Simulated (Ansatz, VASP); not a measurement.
**F in VASP and in Ansatz**

```
F
1.0
    -1.13746    1.13746    1.13746
     1.13746   -1.13746    1.13746
     1.13746    1.13746   -1.13746
F
1
Direct
  0.00000 0.00000 0.00000
```

Change from the starting cell: volume scaled by 0.58, PAW files.

Alike in both runs: task single point; functional PBE; k mesh 18 × 18 × 18; occupations fermi-dirac, width 0.08 eV; no spin polarisation.

```csv
,VASP,Ansatz
version,VASP 6.6.1,Ansatz 0.2.0
potentials or method,"VASP PAW PBE potentials, release 64 (F)","PAW with Ansatz's default frozen-core files, scalar-relativistic"
plane-wave cutoff (eV),520,420
valence electrons in the cell,7,7
```

VASP gave:

```
pressure (GPa) : 117.8
```

Question: Estimate Ansatz's values.

Answer: Pressure (GPa): 118.8.

Both programs put the cell under a high pressure, so it lies far from rest at this level.

Noted on VASP's run: the cell as given lies far from equilibrium.
